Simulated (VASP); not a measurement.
# Sb (Fd-3m) in VASP: further runs

The runs below take Sb through relaxation of cell and atoms, with LDA.

Program: VASP 6.6.1. These are calculated values, not measurements. Logs are shortened: lines on timing, memory, paths and dates and some standing lists are left out, and cuts for length are marked.

## (1) The cell of the first run

The structure is cubic, space group Fd-3m (No. 227). Conventional cell: a = 6.800 Å, b = 6.800 Å, c = 6.800 Å, α = 90.00°, β = 90.00°, γ = 90.00°. Sb (site symmetry -43m) has 4 Sb at 2.94 Å within 3.9 Å.

## (2) Relaxation of cell and atoms, LDA

INCAR

```
SYSTEM = Sb
ALGO     = Normal         ! electronic algorithm
EDIFF    = 1E-7           ! SCF threshold, eV
EDIFFG   = -0.03          ! ionic threshold
ENCUT    = 600            ! plane-wave cutoff, eV
IBRION   = 2              ! ionic algorithm
ISIF     = 3              ! what is computed and relaxed
ISMEAR   = -1             ! smearing method
LASPH    = .True.         ! aspherical terms in the spheres
LCHARG   = .False.        ! write CHGCAR
LREAL    = .False.        ! projectors in reciprocal space
LWAVE    = .False.        ! write WAVECAR
NELM     = 80             ! most SCF steps
NSW      = 80             ! ionic steps
PREC     = Accurate       ! precision mode
SIGMA    = 0.05           ! smearing width, eV
```

KPOINTS

```
k-points
0
Gamma
  6 6 6
  0 0 0
```

POSCAR

```
Sb
1.0
    0.0000000000      3.4000000000      3.4000000000
    3.4000000000      0.0000000000      3.4000000000
    3.4000000000      3.4000000000      0.0000000000
Sb
2
Direct
    0.0000000000      0.0000000000      0.0000000000
    0.2500000000      0.2500000000      0.2500000000
```

Potentials or basis: VASP PAW LDA potentials, release 64 (Sb).

Command:

```console
> cat potpaw_LDA.64/Sb/POTCAR > POTCAR
> mpirun -np 1 vasp_std > vasp.out
```

OUTCAR:

```text
SYSTEM = Sb
   EDIFF = 1E-7
   EDIFFG = -0.03
   ENCUT = 600
   IBRION = 2
   ISIF = 3
   ISMEAR = -1
   LASPH = .True.
   LREAL = .False.
   NELM = 80
   NSW = 80
   PREC = Accurate

 ion  position               nearest neighbor table
   1  0.000  0.000  0.000-   2 2.94   2 2.94   2 2.94   2 2.94
   2  0.250  0.250  0.250-   1 2.94   1 2.94   1 2.94   1 2.94

  LATTYP: Found a face centered cubic cell.
 ALAT       =     6.8000000000

  Lattice vectors:

 A1 = (   0.0000000000,   3.4000000000,   3.4000000000)
 A2 = (   3.4000000000,   0.0000000000,   3.4000000000)
 A3 = (   3.4000000000,   3.4000000000,   0.0000000000)

Analysis of symmetry for initial positions (statically):
=====================================================================
 Subroutine PRICEL returns:
 Original cell was already a primitive cell.

 Routine SETGRP: Setting up the symmetry group for a
 face centered cubic supercell.

 Subroutine GETGRP returns: Found 48 space group operations
 (whereof 24 operations were pure point group operations)
 out of a pool of 48 trial point group operations.

The static configuration has the point symmetry T_d .
 The point group associated with its full space group is O_h .

Analysis of symmetry for dynamics (positions and initial velocities):
=====================================================================
 Subroutine PRICEL returns:
 Original cell was already a primitive cell.

 Routine SETGRP: Setting up the symmetry group for a
 face centered cubic supercell.

 Subroutine GETGRP returns: Found 48 space group operations
 (whereof 24 operations were pure point group operations)
 out of a pool of 48 trial point group operations.

The dynamic configuration has the point symmetry T_d .
 The point group associated with its full space group is O_h .

 Subroutine INISYM returns: Found 48 space group operations
 (whereof 24 operations are pure point group operations),
 and found     1 'primitive' translations

----------------------------------------------------------------------------------------

                                     Primitive cell

  volume of cell :      78.6080

  direct lattice vectors                    reciprocal lattice vectors
     0.000000000  3.400000000  3.400000000    -0.147058824  0.147058824  0.147058824
     3.400000000  0.000000000  3.400000000     0.147058824 -0.147058824  0.147058824
     3.400000000  3.400000000  0.000000000     0.147058824  0.147058824 -0.147058824

  length of vectors
     4.808326112  4.808326112  4.808326112     0.254713354  0.254713354  0.254713354

  position of ions in fractional coordinates (direct lattice)
     0.000000000  0.000000000  0.000000000
     0.250000000  0.250000000  0.250000000
[... 63 lines left out ...]
   LNONCOLLINEAR =      F non collinear calculations
   LSORBIT =      F    spin-orbit coupling
   LASPH  =      T    aspherical Exc in radial PAW
   ENCUT  =  600.0 eV  44.10 Ry    6.64 a.u.   9.60  9.60  9.60*2*pi/ulx,y,z
   NELM   =     80;   NELMIN=  2; NELMDL= -5     # of ELM steps
   EDIFF  = 0.1E-06   stopping-criterion for ELM
   LREAL  =      F    real-space projection
   EDIFFG = -.3E-01   stopping-criterion for IOM
   NSW    =     80    number of steps for IOM
   IBRION =      2    ionic relax: 0-MD 1-quasi-New 2-CG
   NFREE  =      1    steps in history (QN), initial steepest desc. (CG)
   ISIF   =      3    stress and relaxation
   ISYM   =      2    0-nonsym 1-usesym 2-fastsym
   POTIM  = 0.5000    time-step for ionic-motion
   TEBEG  =    0.0;   TEEND  =   0.0 temperature during run
   PSTRESS=    0.0 pullay stress
   NELECT =      10.0000    total number of electrons
   NUPDOWN=      -1.0000    fix difference up-down
   EMIN   =  10.00;   EMAX   =-10.00  energy-range for DOS
   EFERMI =   0.00;   METHOD = LEGACY
   ISMEAR =    -1;   SIGMA  =   0.05  broadening in eV -4-tet -1-fermi 0-gaus
   EFERMI_NEDOS =   21; number of points for ismear=-14 and -15
   IALGO  =     38    algorithm
   IMIX   =      4    mixing-type and parameters
     AMIX     =   0.40;   BMIX     =  1.00
     AMIX_MAG =   1.60;   BMIX_MAG =  1.00
  volume/ion in A,a.u.               =      39.30       265.24
  Fermi-wavevector in a.u.,A,eV,Ry     =   0.823353  1.555911  9.223521  0.677910
  Thomas-Fermi vector in A             =   1.934848
   LORBIT       =      0    0 simple, 1 ext, 2 COOP (PROOUT), +10 PAW based schemes
   GGA     = CA    functional components
   LHFCALC =     F    Hartree Fock is set to
   AEXX    =    0.0000 exact exchange contribution
   IVDW    =     0    specifies the selected vdW correction
   LEPSILON=     F    determine dielectric tensor
   LRPA    =     F    only Hartree local field effects (RPA)
 conjugate gradient relaxation of ions
 non-spin polarized calculation
  energy-cutoff  :      600.00
  volume of cell :       78.61
 maximum number of plane-waves:      2685
 NGX is ok and might be reduce to    40
   NGX = 19   NGY = 19   NGZ = 19

--------------------------------------- Ionic step        1  -------------------------------------------

 number of electron      10.0000001 magnetization

 Free energy of the ion-electron system (eV)
  ---------------------------------------------------
  ext. energy  EPLUGINS =         0.00000000
  ---------------------------------------------------
  free energy    TOTEN  =        -8.79245380 eV

  energy without entropy =       -8.78678664  energy(sigma->0) =       -8.78962022

------------------------ aborting loop because EDIFF is reached ----------------------------------------

  FORCE on cell =-STRESS in cart. coord.  units (eV):
  Direction    XX          YY          ZZ          XY          YZ          ZX
  --------------------------------------------------------------------------------------
  -------------------------------------------------------------------------------------
  Total        0.3654268      0.3654268      0.3654268     -0.0000000      0.0000000     -0.0000000
  in kB        7.4480785      7.4480785      7.4480785     -0.0000000      0.0000000     -0.0000000
  external PRESSURE =       7.4480785 kB  Pullay stress =       0.0000000 kB
[... 59 lines left out ...]
--------------------------------------- Ionic step        3  -------------------------------------------

 number of electron      10.0000000 magnetization

 Free energy of the ion-electron system (eV)
  ---------------------------------------------------
  ext. energy  EPLUGINS =         0.00000000
  ---------------------------------------------------
  free energy    TOTEN  =        -8.79583273 eV

  energy without entropy =       -8.79035088  energy(sigma->0) =       -8.79309180

 E-fermi :   4.3394     XC(G=0):  -8.3710

 val. band max:        4.2401750499   @ k =   0.1667   0.1667   0.0000
 cond. band min:       4.6512459952   @ k =  -0.3333   0.5000   0.1667
 fundamental gap:      0.4110709454
 Fermi energy:         4.3393735276

 k-point     1 :       0.0000    0.0000    0.0000
  band No.  band energies     occupation
      1      -7.5432      2.00000
      2      -0.8990      2.00000
      3       2.4450      2.00000
      4       2.4450      2.00000
      5       2.4450      2.00000
      6       4.7677      0.00038
      7       4.7677      0.00038
      8       4.7677      0.00038
      9       8.0828      0.00000
[... 207 lines left out ...]
  FREE ENERGIE OF THE ION-ELECTRON SYSTEM (eV)
  ---------------------------------------------------
  free  energy   TOTEN  =        -8.7958327306 eV

  energy  without entropy=       -8.7903508766  energy(sigma->0) =       -8.79309180

 reached required accuracy - stopping structural energy minimisation
```

OSZICAR:

```text
N       E                     dE             d eps       ncg     rms          rms(c)
DAV:   1     0.359276943500E+02    0.35928E+02   -0.35193E+03   288   0.903E+02
DAV:   2    -0.681440747111E+01   -0.42742E+02   -0.41925E+02   363   0.131E+02
DAV:   3    -0.882167875101E+01   -0.20073E+01   -0.19824E+01   390   0.295E+01
[... 20 lines left out ...]
DAV:   2    -0.879618514756E+01    0.75988E-03   -0.79533E-04   292   0.179E-01    0.747E-02
DAV:   3    -0.879583577568E+01    0.34937E-03   -0.94967E-04   306   0.148E-01    0.227E-02
DAV:   4    -0.879583478128E+01    0.99440E-06   -0.92985E-06   297   0.246E-02    0.204E-02
DAV:   5    -0.879583281192E+01    0.19694E-05   -0.10791E-06   300   0.889E-03    0.664E-03
DAV:   6    -0.879583273061E+01    0.81306E-07   -0.90264E-08   152   0.210E-03
   3 F= -.87958327E+01 E0= -.87930918E+01  d E =-.337893E-02
```

Run time: 24 s. Hardware: 1 thread of Intel Xeon 6975P-C, shared host; peak memory 0.19 GiB.

What came out:

```
Free energy                            : -8.7958 eV
Relaxed volume                         : 40.04 Å³/atom
Relaxed cell                           : a = 4.838 Å, b = 4.838 Å, c = 4.838 Å, α = 60.00°, β = 60.00°, γ = 60.00°
Space group after relaxing (to 0.05 Å) : Fd-3m (No. 227)
Energy gained by relaxing              : 1.7 meV/atom
Ionic steps                            : 3
Pressure after relaxing                : 0.0 GPa
Band gap on the k mesh                 : zero (band 5 reaches 4.65 eV, above the bottom of band 6 at 3.72 eV)
```

The path:
```tsv
step	energy change (eV)	largest force (eV/Å)	pressure (GPa)	volume (Å³)
1	0.0000	0.0000	0.74	78.61
2	-0.0028	0.0000	-0.29	80.71
3	-0.0034	0.0000	0.00	80.09
```

Final structure:
```cif
data_structure
_symmetry_space_group_name_H-M 'P 1'
_symmetry_Int_Tables_number 1
_cell_length_a 4.8383
_cell_length_b 4.8383
_cell_length_c 4.8383
_cell_angle_alpha 60.000
_cell_angle_beta 60.000
_cell_angle_gamma 60.000
_cell_volume 80.09
loop_
_atom_site_label
_atom_site_type_symbol
_atom_site_fract_x
_atom_site_fract_y
_atom_site_fract_z
_atom_site_occupancy
Sb1 Sb 0.00000 0.00000 0.00000 1
Sb2 Sb 0.25000 0.25000 0.25000 1
```

Caveat: spin-orbit coupling is left out, which moves the levels of the heavy elements.

## (3) Relaxation of cell and atoms, LDA, target pressure 10 GPa, at which the enthalpy is minimised

INCAR

```
SYSTEM = Sb
ALGO = Normal
EDIFF = 1E-6
EDIFFG = -0.03
ENCUT = 600
GGA = CA
IBRION = 2
ISIF = 3
ISMEAR = -1
LASPH = .TRUE.
LCHARG = .FALSE.
LREAL = .FALSE.
LWAVE = .FALSE.
NELM = 100
NSW = 80
PREC = Accurate
PSTRESS = 100.0
SIGMA = 0.05
```

KPOINTS

```
k-points
0
G
  6 6 6
  0 0 0
```

POSCAR is that of step 2.

Potentials or basis: VASP PAW LDA potentials, release 64 (Sb).

Command:

```console
> cat potpaw_LDA.64/Sb/POTCAR > POTCAR
> mpirun -np 1 vasp_std > vasp.out
```

It took 32 s on 1 thread of Intel Xeon 6975P-C, shared host; peak memory 0.2 GiB.

It converged, with:

- Free energy: -8.4418 eV
- Relaxed volume: 33.46 Å³/atom
- Relaxed cell: a = 4.557 Å, b = 4.557 Å, c = 4.557 Å, α = 60.00°, β = 60.00°, γ = 60.00°
- Space group after relaxing (to 0.05 Å): Fd-3m (No. 227)
- Energy change on relaxing (the enthalpy is what falls): +175.3 meV/atom
- Ionic steps: 4
- Pressure after relaxing: 10.0 GPa
- Band gap on the k mesh: zero (band 5 reaches 6.61 eV, above the bottom of band 6 at 5.35 eV)

The path:
```csv
step,energy change (eV),largest force (eV/Å),pressure (GPa),volume (Å³)
1,0.0000,0.0000,0.74,78.61
2,1.6172,0.0000,27.65,55.50
3,0.3289,0.0000,9.57,67.27
4,0.3507,0.0000,9.95,66.92
```

Final structure:
```yaml
crystal:
  lattice:
    - [0.00000, 3.22229, 3.22229]
    - [3.22229, 0.00000, 3.22229]
    - [3.22229, 3.22229, 0.00000]
  atoms:
    - { symbol: Sb, position: [0.00000, 0.00000, 0.00000] }
    - { symbol: Sb, position: [0.25000, 0.25000, 0.25000] }
```

Levels at points of the mesh, in eV from the Fermi level:
```csv
k point,band 1,band 2,band 3,band 4,band 5,band 6,band 7,band 8,band 9
"(0.00, 0.00, 0.00)",-13.30,-4.46,-2.40,-2.40,-2.40,0.10,0.10,0.10,3.55
"(0.50, 0.00, 0.00)",-11.86,-8.98,-3.44,-3.44,-2.60,1.29,1.29,4.33,6.12
"(0.50, 0.50, 0.00)",-10.43,-10.43,-4.59,-4.59,-1.07,-1.07,5.06,5.06,6.88
```

Caveat: the cell is relaxed towards a set pressure, so the enthalpy falls and the energy may rise; spin-orbit coupling is left out, which moves the levels of the heavy elements.

(Continued in part 2 of 2.)
